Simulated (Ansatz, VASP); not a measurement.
## Sb: VASP beside Ansatz

```
CELL_PARAMETERS angstrom
0.00000 1.92670 1.92670
1.92670 0.00000 1.92670
1.92670 1.92670 0.00000
ATOMIC_POSITIONS crystal
Sb 0.00000 0.00000 0.00000
```

Change from the starting cell: volume scaled by 0.52, LAPW.

Alike in both runs: task single point; functional PBE; k mesh 15 × 15 × 15; occupations fermi-dirac, width 0.08 eV; no spin polarisation.

```csv
,VASP,Ansatz
version,VASP 6.6.1,Ansatz 0.2.0
potentials or method,"VASP PAW PBE potentials, release 64 (Sb), cutoff 520 eV","all-electron LAPW, scalar-relativistic"
```

```csv
,VASP,Ansatz,Ansatz less VASP
pressure (GPa),176.4,172.3,-4.15
```

Both programs put the cell under a high pressure, so it lies far from rest at this level. Ansatz ran all-electron here, and VASP with PAW potentials.

Neither program's run includes spin-orbit coupling. Noted on VASP's run: the cell as given lies far from equilibrium.
